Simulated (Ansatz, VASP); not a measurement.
**SiC in VASP and in Ansatz**

POSCAR

```
SiC
1.0
    2.9830955520      0.0000000000      0.0000000000
   -1.4915477760      2.5834365300      0.0000000000
    0.0000000000      0.0000000000      5.0762051791
Si C
2 2
Direct
    0.3333333333      0.6666666667      0.0016304307
    0.6666666667      0.3333333333      0.5016304307
    0.3333333333      0.6666666667      0.3733695693
    0.6666666667      0.3333333333      0.8733695693
```

INCAR.step1

```
SYSTEM = SiC
PREC = Accurate
ENCUT = 520
EDIFF = 1E-5
ISMEAR = 0
SIGMA = 0.01
LREAL = .FALSE.
LASPH = .TRUE.
NELM = 100
ALGO = Normal
ISIF = 2
LWAVE = .TRUE.
NBANDS = 16
GGA = PE
```

Contents of INCAR.step2:

```
SYSTEM = SiC
PREC = Accurate
ENCUT = 520
EDIFF = 1E-6
ISMEAR = 0
SIGMA = 0.01
LREAL = .FALSE.
LASPH = .TRUE.
NELM = 100
ALGO = Normal
ISIF = 2
LWAVE = .FALSE.
LCHARG = .TRUE.
GGA = PE
LHFCALC = .TRUE.
HFSCREEN = 0.2079
PRECFOCK = Normal
LELF = .TRUE.
LVHAR = .TRUE.
NBANDS = 16
ISTART = 1
```

File KPOINTS:

```
Automatic mesh
0
G
  6 6 4
  0 0 0
```

Input for Ansatz:

```yaml
crystal:
  lattice:
    - [2.983095552, 0.0, 0.0]
    - [-1.491547776, 2.58343653, 0.0]
    - [0.0, 0.0, 5.0762051791]
  atoms:
    - { symbol: Si, position: [0.3333333333, 0.6666666667, 0.0016304307] }
    - { symbol: Si, position: [0.6666666667, 0.3333333333, 0.5016304307] }
    - { symbol: C, position: [0.3333333333, 0.6666666667, 0.3733695693] }
    - { symbol: C, position: [0.6666666667, 0.3333333333, 0.8733695693] }
kpoints:
  mp_grid: { grid: [6, 6, 4] }
  band_path:
    path:
      - [0.0, 0.0, 0.0]
      - [0.5, 0.0, 0.0]
      - [0.3333333333, 0.3333333333, 0.0]
      - [0.0, 0.0, 0.5]
      - [0.5, 0.0, 0.5]
      - [0.3333333333, 0.3333333333, 0.5]
    npoints: 1
hamiltonian:
  xc: hse06
scf:
  occupations: { method: fixed }
  n_extra_bands: 5
output:
  forces: true
  stress: true
  eigenvalues: true
```

Change from the starting cell: epitaxial_xy strain -3.0%.

Alike in both runs: task single point; functional HSE06; k mesh 6 × 6 × 4; no spin polarisation.

```csv
,VASP,Ansatz
version,VASP 6.6.1,Ansatz 0.2.0
potentials or method,"VASP PAW PBE potentials, release 64 (Si, C)","plane waves, PAW"
plane-wave cutoff (eV),520,420
occupations,"gaussian, width 0.01 eV",fixed
valence electrons in the cell,16,16
```

```tsv
	VASP	Ansatz	Ansatz less VASP
gap on the k mesh at the Fermi level (eV)	2.76	2.76	+0.001
pressure (GPa)	12.7	13.1	+0.46
traceless stress, the component that is largest in VASP (GPa)	-14.48	-14.45	+0.032
rms of the force components (eV/Å)	0.004	0.002	-0.0021
```

Atom by atom the forces differ by 0.002 eV/Å (rms over components). Ansatz's warnings: stress exchange threshold loose, stress scf threshold loose.
